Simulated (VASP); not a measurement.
# Ti3S2 in VASP: notebook, part 2 of 2

VASP 6.6.1. Earlier steps stand in the parts before.

## (4) Single point, LDA

File INCAR:

```
SYSTEM = Ti3S2
PREC = Accurate
ENCUT = 520
EDIFF = 1E-6
ISMEAR = -1
SIGMA = 0.1
LREAL = .False.
LASPH = .True.
NELM = 60
ALGO = Normal
ISIF = 2
LWAVE = .False.
LCHARG = .True.
LELF = .True.
LVHAR = .True.
NBANDS = 32
```

File KPOINTS:

```
regular mesh
0
Gamma
  5 5 5
  0 0 0
```

File POSCAR:

```
Ti3S2
1.0
    2.7131139241      1.5664170544      3.2376184047
   -2.7131139241      1.5664170544      3.2376184047
    0.0000000000     -3.1328341088      3.2376184047
Ti S
3 2
Direct
    0.0050380000      0.3388620000      0.6543340000
    0.6614490000      0.0070210000      0.3345490000
    0.3325830000      0.6591530000     -0.0001120000
    0.1489870000      0.1921150000      0.1645920000
    0.8377220000      0.8379890000      0.8277830000
```

Potentials or basis: VASP PAW LDA potentials, release 64 (Ti_sv, S).

Launch:

```console
$ cat potpaw_LDA.64/Ti_sv/POTCAR potpaw_LDA.64/S/POTCAR > POTCAR
$ mpirun -np 1 vasp_std > vasp.out
```

OUTCAR:

```text
SYSTEM = Ti3S2
   PREC = Accurate
   ENCUT = 520
   EDIFF = 1E-6
   ISMEAR = -1
   LREAL = .False.
   LASPH = .True.
   NELM = 60
   ISIF = 2

 ion  position               nearest neighbor table
   1  0.005  0.339  0.654-   4 2.35   4 2.43   5 2.43   5 2.44
   2  0.661  0.007  0.335-   4 2.42   5 2.42   5 2.46   4 2.48
   3  0.333  0.659  1.000-   4 2.33   5 2.42   5 2.47   4 2.56
   4  0.149  0.192  0.165-   3 2.33   1 2.35   2 2.42   1 2.43   2 2.48   3 2.56
   5  0.838  0.838  0.828-   3 2.42   2 2.42   1 2.43   1 2.44   2 2.46   3 2.47

  LATTYP: Found a trigonal (rhomboedric) cell.
 ALAT       =     4.5051994948
 COS(alpha) =     0.2746660548

  Lattice vectors:

 A1 = (   2.7131139241,   1.5664170544,   3.2376184047)
 A2 = (  -2.7131139241,   1.5664170544,   3.2376184047)
 A3 = (   0.0000000000,  -3.1328341088,   3.2376184047)

Analysis of symmetry for initial positions (statically):
=====================================================================
 Subroutine PRICEL returns:
 Original cell was already a primitive cell.

 Routine SETGRP: Setting up the symmetry group for a
[... 169 lines left out ...]
  ---------------------------------------------------
  free energy    TOTEN  =       -40.37572011 eV

  energy without entropy =      -40.25303742  energy(sigma->0) =      -40.31437876

 E-fermi :   8.3470     XC(G=0): -11.4872

 val. band max:        8.2644116041   @ k =   0.2000   0.4000   0.2000
 cond. band min:       8.3586854628   @ k =   0.4000   0.4000   0.4000
 fundamental gap:      0.0942738587
 Fermi energy:         8.3469639939

 k-point     1 :       0.0000    0.0000    0.0000
  band No.  band energies     occupation
      1     -47.9526      2.00000
      2     -47.9072      2.00000
      3     -47.8836      2.00000
      4     -24.6981      2.00000
      5     -24.6911      2.00000
      6     -24.6607      2.00000
[... 829 lines left out ...]
     31      10.8211      0.00000
     32      10.9366      0.00000

 [... further k-points ...]
[... 5 lines left out ...]
  --------------------------------------------------------------------------------------
  -------------------------------------------------------------------------------------
  Total       -4.1933614     -2.7734176     -3.9900960     -0.6873475      0.0105358     -0.1179466
  in kB      -81.3805331    -53.8236937    -77.4357638    -13.3393471      0.2044683     -2.2889880
  external PRESSURE =     -70.8799969 kB  Pullay stress =       0.0000000 kB

 VOLUME and BASIS-vectors are now :
 -----------------------------------------------------------------------------
  energy-cutoff  :      520.00
  volume of cell :       82.56
      direct lattice vectors                 reciprocal lattice vectors
     2.713113924  1.566417054  3.237618405     0.184290087  0.106399931  0.102956338
    -2.713113924  1.566417054  3.237618405    -0.184290087  0.106399931  0.102956338
     0.000000000 -3.132834109  3.237618405     0.000000000 -0.212799862  0.102956338

 POSITION                                       TOTAL-FORCE (eV/Angst)
 -----------------------------------------------------------------------------------
     -0.90570     -1.51123      3.23190        -0.359128     -0.407417      0.276876
      1.77554     -0.00098      3.24739        -0.085146      0.095678     -0.353480
     -0.88602     -1.57901      6.44812        -0.446030      0.680068      0.875772
     -0.11701      0.01867      1.63724         1.178414     -0.072031     -0.412117
     -0.00072      0.03156      8.10536        -0.288109     -0.296299     -0.387051
 -----------------------------------------------------------------------------------
    total drift:                               -0.000045     -0.000118      0.000036

  FREE ENERGIE OF THE ION-ELECTRON SYSTEM (eV)
  ---------------------------------------------------
  free  energy   TOTEN  =       -40.3757201098 eV

  energy  without entropy=      -40.2530374159  energy(sigma->0) =      -40.31437876
```

OSZICAR:

```text
N       E                     dE             d eps       ncg     rms          rms(c)
DAV:   1     0.607130761379E+03    0.60713E+03   -0.23771E+04  4032   0.173E+03
DAV:   2     0.355337689554E+02   -0.57160E+03   -0.55347E+03  4048   0.527E+02
DAV:   3    -0.374367973994E+02   -0.72971E+02   -0.70651E+02  6312   0.162E+02
DAV:   4    -0.447711746992E+02   -0.73344E+01   -0.72631E+01  6472   0.458E+01
DAV:   5    -0.451242134367E+02   -0.35304E+00   -0.35287E+00  5816   0.921E+00    0.196E+01
DAV:   6    -0.404219056696E+02    0.47023E+01   -0.31185E+01  5568   0.406E+01    0.755E+00
DAV:   7    -0.404999818884E+02   -0.78076E-01   -0.27251E+00  6216   0.137E+01    0.556E+00
DAV:   8    -0.404388270345E+02    0.61155E-01   -0.89130E-01  5992   0.759E+00    0.425E+00
DAV:   9    -0.403774457100E+02    0.61381E-01   -0.20691E-01  5696   0.367E+00    0.800E-01
DAV:  10    -0.403781066583E+02   -0.66095E-03   -0.46182E-02  6592   0.225E+00    0.659E-01
DAV:  11    -0.403751548513E+02    0.29518E-02   -0.15417E-02  6160   0.165E+00    0.368E-01
DAV:  12    -0.403757586807E+02   -0.60383E-03   -0.33629E-03  5304   0.557E-01    0.903E-02
DAV:  13    -0.403757145826E+02    0.44098E-04   -0.57836E-04  6136   0.254E-01    0.312E-02
DAV:  14    -0.403757208814E+02   -0.62987E-05   -0.83863E-05  5672   0.850E-02    0.133E-02
DAV:  15    -0.403757200756E+02    0.80576E-06   -0.12134E-05  6024   0.360E-02    0.343E-03
DAV:  16    -0.403757201098E+02   -0.34204E-07   -0.88839E-07  3416   0.842E-03
   1 F= -.40375720E+02 E0= -.40314379E+02  d E =-.122683E+00
```

stdout:

```text
POSCAR found type information on POSCAR TiS
 POSCAR found :  2 types and       5 ions
 scaLAPACK will be used
 LDA part: xc-table for (Slater(with rela. corr.)+CA(PZ))
 , standard interpolation
 POSCAR, INCAR and KPOINTS ok, starting setup
 FFT: planning ... GRIDC
 FFT: planning ... GRID_SOFT
 FFT: planning ... GRID
 WAVECAR not read
 entering main loop
```

It took 2.1 min on 1 thread of Intel Xeon Platinum 8488C (Sapphire Rapids), shared host; peak memory 0.25 GiB.

What came out:

```
Free energy            : -40.3757 eV
Pressure               : -7.1 GPa
Largest force          : 1.250 eV/Å
Band gap on the k mesh : zero (band 24 reaches 8.37 eV, above the bottom of band 25 at 8.22 eV)
```

Forces in eV/Å, atoms in the order of the input:
```
Ti  -0.359 -0.407  0.277
Ti  -0.085  0.096 -0.353
Ti  -0.446  0.680  0.876
S    1.178 -0.072 -0.412
S   -0.288 -0.296 -0.387
```

Caveat: forces of over 1 eV/Å act on the atoms, so gaps and moduli don't describe the material at rest.

## (5) Single point, PBEsol

This run uses another cell than the first one, of 15.95 Å³/atom, 0.966 times its volume.

File INCAR:

```
SYSTEM = Ti3S2
ALGO     = Normal         ! electronic algorithm
EDIFF    = 1E-6           ! SCF threshold, eV
ENCUT    = 500            ! plane-wave cutoff, eV
GGA      = PS             ! functional
GGA_COMPAT= .FALSE.      
ISIF     = 2              ! what is computed and relaxed
ISMEAR   = -1             ! smearing method
LASPH    = .TRUE.         ! aspherical terms in the spheres
LCHARG   = .TRUE.         ! write CHGCAR
LELF     = .TRUE.         ! ELF
LREAL    = .FALSE.        ! projectors in reciprocal space
LVHAR    = .TRUE.       
LWAVE    = .FALSE.        ! write WAVECAR
NBANDS   = 32             ! bands
NELM     = 120            ! most SCF steps
PREC     = Accurate       ! precision mode
SIGMA    = 0.05           ! smearing width, eV
```

File KPOINTS:

```
k-points
0
G
  6 6 6
  0 0 0
```

File POSCAR:

```
Ti3S2
1.0
    2.6818084796      1.5483428476      3.2000133241
   -2.6818084796      1.5483428476      3.2000133241
    0.0000000000     -3.0966856952      3.2000133241
Ti S
3 2
Direct
    0.0000000000      0.3363883249      0.6636116751
    0.6636116751      0.0000000000      0.3363883249
    0.3363883249      0.6636116751      0.0000000000
    0.1676345920      0.1676345920      0.1676345920
    0.8323654080      0.8323654080      0.8323654080
```

Potentials or basis: VASP PAW PBE potentials, release 64 (Ti_sv, S).

Launch:

```console
$ cat potpaw_PBE.64/Ti_sv/POTCAR potpaw_PBE.64/S/POTCAR > POTCAR
$ mpirun -np 1 vasp_std > vasp.out
```

OUTCAR:

```text
SYSTEM = Ti3S2
   EDIFF = 1E-6
   ENCUT = 500
   GGA = PS
   ISIF = 2
   ISMEAR = -1
   LASPH = .TRUE.
   LREAL = .FALSE.
   NELM = 120
   PREC = Accurate

 ion  position               nearest neighbor table
   1  0.000  0.336  0.664-   4 2.39   5 2.39   4 2.42   5 2.42
   2  0.664  0.000  0.336-   5 2.39   4 2.39   4 2.42   5 2.42
   3  0.336  0.664  0.000-   4 2.39   5 2.39   4 2.42   5 2.42
   4  0.168  0.168  0.168-   3 2.39   1 2.39   2 2.39   1 2.42   2 2.42   3 2.42
   5  0.832  0.832  0.832-   3 2.39   2 2.39   1 2.39   2 2.42   1 2.42   3 2.42
[... 1044 lines left out ...]
  -------------------------------------------------------------------------------------
  Total        0.0675681      0.0675681      0.1471732      0.0000000      0.0000000      0.0000000
  in kB        1.3578574      1.3578574      2.9576140      0.0000000      0.0000000      0.0000000
  external PRESSURE =       1.8911096 kB  Pullay stress =       0.0000000 kB

 VOLUME and BASIS-vectors are now :
 -----------------------------------------------------------------------------
  energy-cutoff  :      500.00
  volume of cell :       79.73
      direct lattice vectors                 reciprocal lattice vectors
     2.681808480  1.548342848  3.200013324     0.186441352  0.107641965  0.104166233
    -2.681808480  1.548342848  3.200013324    -0.186441352  0.107641965  0.104166233
     0.000000000 -3.096685695  3.200013324     0.000000000 -0.215283930  0.104166233

 POSITION                                       TOTAL-FORCE (eV/Angst)
 -----------------------------------------------------------------------------------
     -0.90213     -1.53415      3.20001        -0.003893      0.006744      0.000000
      1.77968     -0.01419      3.20001        -0.003893     -0.006744      0.000000
     -0.87755      1.54834      3.20001         0.007787      0.000000      0.000000
      0.00000      0.00000      1.60930         0.000000      0.000000     -0.005454
      0.00000      0.00000      7.99074         0.000000      0.000000      0.005454
 -----------------------------------------------------------------------------------
    total drift:                                0.000000      0.000000     -0.000000

  FREE ENERGIE OF THE ION-ELECTRON SYSTEM (eV)
  ---------------------------------------------------
  free  energy   TOTEN  =       -39.0818932080 eV

  energy  without entropy=      -39.0634955425  energy(sigma->0) =      -39.07269438
```

stdout:

```text
POSCAR found type information on POSCAR TiS
 POSCAR found :  2 types and       5 ions
 scaLAPACK will be used
 -----------------------------------------------------------------------------
|                                                                             |
|                                                                             |
|     You enforced a specific xc type in the INCAR file but a different       |
|     I HOPE YOU KNOW WHAT YOU ARE DOING!                                     |
|                                                                             |
 -----------------------------------------------------------------------------

 LDA part: xc-table for (Slater+PW92), standard interpolation
 POSCAR, INCAR and KPOINTS ok, starting setup
 FFT: planning ... GRIDC
 FFT: planning ... GRID_SOFT
 FFT: planning ... GRID
 WAVECAR not read
 entering main loop
```

Run time: 68 s. Hardware: 1 thread of Intel Xeon Platinum 8259CL at 2.50GHz (Skylake/Cascade Lake), shared host; peak memory 0.2 GiB.

Results:

```yaml
Free_energy: -39.0819 eV
Pressure: 0.2 GPa
Largest_force: 0.008 eV/Å
Band_gap_on_the_k_mesh: zero (band 24 reaches 8.87 eV, above the bottom of band 25 at 8.66 eV)
```

Forces on the atoms (eV/Å):
```
Ti  -0.004  0.007  0.000
Ti  -0.004 -0.007  0.000
Ti   0.008  0.000  0.000
S    0.000  0.000 -0.005
S    0.000  0.000  0.005
```

Caveat: the PAW data sets were made with another functional, which shifts forces and pressure a little.
